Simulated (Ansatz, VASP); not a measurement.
## SnO2 in VASP and in Ansatz

Contents of INCAR:

```
ALGO     = Normal         # electronic algorithm
EDIFF    = 1E-7           # SCF threshold, eV
ENCUT    = 520            # plane-wave cutoff, eV
GGA      = PS             # functional
ISIF     = 2              # what is computed and relaxed
ISMEAR   = -1             # smearing method
LASPH    = True           # aspherical terms in the spheres
LCHARG   = False          # write CHGCAR
LREAL    = False          # projectors in reciprocal space
LWAVE    = False          # write WAVECAR
NBANDS   = 64             # bands
NELM     = 100            # most SCF steps
PREC     = Accurate       # precision mode
SIGMA    = 0.05           # smearing width, eV
```

File KPOINTS:

```
k-points
0
Gamma
  5 5 5
```

Contents of POSCAR:

```
SnO2
1.0
    5.1752560000      0.0000000000      0.0000000000
    0.0000000000      5.1752560000      0.0000000000
    0.0000000000      0.0000000000      5.1752560000
Sn O
4 8
Direct
    0.0000000000      0.0000000000      0.0000000000
    0.5000000000      0.0000000000      0.5000000000
    0.5000000000      0.5000000000      0.0000000000
    0.0000000000      0.5000000000      0.5000000000
    0.6610980000      0.8389020000      0.1610980000
    0.8389020000      0.1610980000      0.6610980000
    0.1610980000      0.6610980000      0.8389020000
    0.3389020000      0.3389020000      0.3389020000
    0.6610980000      0.6610980000      0.6610980000
    0.8389020000      0.3389020000      0.1610980000
    0.1610980000      0.8389020000      0.3389020000
    0.3389020000      0.1610980000      0.8389020000
```

Contents of input.yaml:

```yaml
crystal:
  lattice:
    - [5.175256, 0.0, 0.0]
    - [0.0, 5.175256, 0.0]
    - [0.0, 0.0, 5.175256]
  atoms:
    - { symbol: Sn, position: [0.0, 0.0, 0.0] }
    - { symbol: Sn, position: [0.5, 0.0, 0.5] }
    - { symbol: Sn, position: [0.5, 0.5, 0.0] }
    - { symbol: Sn, position: [0.0, 0.5, 0.5] }
    - { symbol: O, position: [0.661098, 0.838902, 0.161098] }
    - { symbol: O, position: [0.838902, 0.161098, 0.661098] }
    - { symbol: O, position: [0.161098, 0.661098, 0.838902] }
    - { symbol: O, position: [0.338902, 0.338902, 0.338902] }
    - { symbol: O, position: [0.661098, 0.661098, 0.661098] }
    - { symbol: O, position: [0.838902, 0.338902, 0.161098] }
    - { symbol: O, position: [0.161098, 0.838902, 0.338902] }
    - { symbol: O, position: [0.338902, 0.161098, 0.838902] }
hamiltonian:
  xc: pbesol
  pseudopotentials: { kind: paw }
kpoints:
  mp_grid: { grid: [5, 5, 5] }
  band_path:
    path:
      - [[0.0, 0.0, 0.0], [0.0, 0.5, 0.0], [0.5, 0.5, 0.0], [0.0, 0.0, 0.0], [0.5, 0.5, 0.5], [0.0, 0.5, 0.0]]
      - [[0.5, 0.5, 0.0], [0.5, 0.5, 0.5]]
    npoints: 10
scf:
  occupations: { method: fermi_dirac, width: 0.05 }
  n_extra_bands: 30
output:
  forces: true
  stress: true
  eigenvalues: true
  fatbands: false
  write_density: true
  write_potential: true
  elf: true
  volumetric_format: npy
```

Alike in both runs: functional PBEsol; k mesh 5 × 5 × 5; occupations fermi-dirac, width 0.05 eV; no spin polarisation.

```csv
,VASP,Ansatz
version,VASP 6.6.1,Ansatz 0.2.0
potentials or method,"VASP PAW PBE potentials, release 64 (Sn_d, O)",Ansatz PAW
plane-wave cutoff (eV),520,420
valence electrons in the cell,104,104
task,single point,band structure
```

```csv
,VASP,Ansatz,Ansatz less VASP
gap on the k mesh at the Fermi level (eV),0.50,0.51,+0.004
least direct gap on the mesh (eV),0.56,0.57,+0.004
pressure (GPa),-6.6,-7.2,-0.55
rms of the force components (eV/Å),0.010,0.010,+0.0004
```

VASP's potentials were made for PBE, not for PBEsol. Atom by atom the forces differ by 0.000 eV/Å (rms over components).
